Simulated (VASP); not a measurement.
BN: single point with PBE

Crystal: BN.

```
B N
1.0
     0.00000    1.95734    1.95734
     1.95734    0.00000    1.95734
     1.95734    1.95734    0.00000
B N
1 1
Cartesian
  0.0000 0.0000 0.0000
  2.9360 2.9360 2.9360
```

This cell differs from its parent crystal: strain +0.080 along x and y, +0.080 along z.

| Property | Result |
| --- | --- |
| Program | VASP 6.6.1 |
| Task | single point |
| Functional | PBE |
| Potentials or basis | VASP PAW PBE potentials, release 64 (B, N) |
| Cutoff | 600 eV |
| k mesh | 12 × 12 × 12 |
| Occupations | gaussian, width 0.05 eV |
| Spin | no spin polarisation |

| Quantity | Value |
| --- | --- |
| Pressure | -55.9 GPa |
| Band gap on the k mesh | 4.17 eV, indirect (least direct gap 6.74 eV) |

Levels at points of the mesh, in eV from the valence-band top:
```tsv
k point	band 1	band 2	band 3	band 4	band 5	band 6	band 7	band 8
(0.00, 0.00, 0.00)	-17.77	0.00	0.00	0.00	6.74	7.69	7.69	7.69
(0.50, 0.00, 0.00)	-14.60	-8.71	-1.54	-1.54	7.25	9.38	9.38	12.82
(0.50, 0.50, 0.00)	-13.54	-7.53	-3.85	-3.85	4.17	7.83	14.53	14.53
```

Wall time 6.3 s on 1 thread of Intel(R) Xeon(R) Platinum 8488C (Sapphire Rapids), on a shared host, peak memory 0.13 GiB.

Caveat: the cell differs from its parent crystal (strain +0.080 along x and y, +0.080 along z). A k mesh can miss the band edges.
